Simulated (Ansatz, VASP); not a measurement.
**Two plane-wave programs on W**

The input INCAR:

```
  PREC = Accurate
  ENCUT = 500
  EDIFF = 1E-6
  ISMEAR = 0
  SIGMA = 0.15
  LREAL = F
  LASPH = T
  NELM = 120
  ALGO = Normal
  ISIF = 2
  LWAVE = F
  LCHARG = F
  GGA = PS
  NBANDS = 13
  GGA_COMPAT = F
```

File KPOINTS:

```
regular mesh
0
Gamma
  20 20 20
```

POSCAR

```
W
1.0
   -0.1999126922      1.9991269217      2.1990396139
    1.7992142295      0.0000000000      1.9991269217
    1.9991269217      1.9991269217     -0.1999126922
W
1
Direct
    0.0000000000      0.0000000000      0.0000000000
```

Input for Ansatz:

```yaml
crystal:
  lattice:
    - [-0.1999126922, 1.9991269217, 2.1990396139]
    - [1.7992142295, 0.0, 1.9991269217]
    - [1.9991269217, 1.9991269217, -0.1999126922]
  atoms:
    - { symbol: W, position: [0.0, 0.0, 0.0] }
basis:
  ecutwfc: 420
kpoints:
  mp_grid: { grid: [20, 20, 20] }
hamiltonian:
  xc: pbesol
  pseudopotentials: { kind: paw, azcp: { folder: soft_1 } }
scf:
  occupations: { method: gaussian, width: 0.15 }
output:
  forces: true
  stress: true
  eigenvalues: true
```

Change from the starting cell: engineering shear strain xz -0.2000, normal strain along z +0.1000.

Alike in both runs: task single point; functional PBEsol; k mesh 20 × 20 × 20; occupations gaussian, width 0.15 eV; no spin polarisation.

|  | VASP | Ansatz |
| --- | --- | --- |
| version | VASP 6.6.1 | Ansatz 0.2.0 |
| potentials or method | VASP PAW PBE potentials, release 64 (W_sv), cutoff 500 eV | scalar-relativistic, plane waves, PAW |
| valence electrons in the cell | 14 | 14 |

|  | VASP | Ansatz | Ansatz less VASP |
| --- | --- | --- | --- |
| gap on the k mesh at the Fermi level (eV) | none | none | - |
| pressure (GPa) | -17.6 | -17.9 | -0.30 |
| traceless stress, the component that is largest in VASP (GPa) | 7.51 | 7.34 | -0.170 |

VASP's potentials were made for PBE, not for PBEsol, and Ansatz warns of the same on its side. A gap of «none» marks a metal or a gap that the smearing closes.

Spin-orbit coupling is off throughout.
